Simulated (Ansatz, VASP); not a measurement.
## Two plane-wave programs on CoSi2

Contents of INCAR:

```
PREC     = Accurate       # precision mode
ENCUT    = 520            # plane-wave cutoff, eV
EDIFF    = 1E-6           # SCF threshold, eV
ISMEAR   = 0              # smearing method
SIGMA    = 0.1            # smearing width, eV
LREAL    = False          # projectors in reciprocal space
LASPH    = True           # aspherical terms in the spheres
NELM     = 60             # most SCF steps
ALGO     = Normal         # electronic algorithm
ISIF     = 2              # what is computed and relaxed
LWAVE    = False          # write WAVECAR
LCHARG   = True           # write CHGCAR
GGA      = PS             # functional
LELF     = True           # ELF
LVHAR    = True         
NBANDS   = 16             # bands
```

The input KPOINTS:

```
regular mesh
0
Gamma
  6 6 6
```

The input POSCAR:

```
CoSi2
1.0
    0.0000000000      2.6825000000      2.6825000000
    2.6825000000      0.0000000000      2.6825000000
    2.6825000000      2.6825000000      0.0000000000
Co Si
1 2
Direct
    0.0000000000      0.0000000000      0.0000000000
    0.2500000000      0.2500000000      0.2500000000
    0.7500000000      0.7500000000      0.7500000000
```

Input for Ansatz:

```yaml
crystal:
  lattice:
    - [0.0, 2.6825, 2.6825]
    - [2.6825, 0.0, 2.6825]
    - [2.6825, 2.6825, 0.0]
  atoms:
    - { symbol: Co, position: [0.0, 0.0, 0.0] }
    - { symbol: Si, position: [0.25, 0.25, 0.25] }
    - { symbol: Si, position: [0.75, 0.75, 0.75] }
basis:
  ecutwfc: 420
kpoints:
  mp_grid: { grid: [6, 6, 6] }
hamiltonian:
  xc: pbesol
scf:
  occupations: { method: gaussian, width: 0.1 }
  max_iter: 30
  convergence: { dr2_threshold: "1e-8 eV" }
output:
  forces: true
  stress: true
  eigenvalues: true
```

Alike in both runs: task single point; functional PBEsol; k mesh 6 × 6 × 6; occupations gaussian, width 0.1 eV; no spin polarisation.

|  | VASP | Ansatz |
| --- | --- | --- |
| version | VASP 6.6.1 | Ansatz 0.2.0 |
| potentials or method | VASP PAW PBE potentials, release 64 (Co, Si), cutoff 520 eV | scalar-relativistic, plane waves, PAW |
| valence electrons in the cell | 17 | 25 |

```csv
,VASP,Ansatz,Ansatz less VASP
gap on the k mesh at the Fermi level (eV),none,none,-
pressure (GPa),-5.3,-5.3,-0.03
```

VASP's potentials were made for PBE, not for PBEsol. A gap of «none» marks a metal or a gap that the smearing closes. The functional is the same, so the differences come from potentials, cutoffs and numerics. VASP's potentials hold 17 valence electrons a cell and Ansatz's 25, so a difference there can come from the potentials and not from the codes. Ansatz's warnings: stress scf threshold loose.
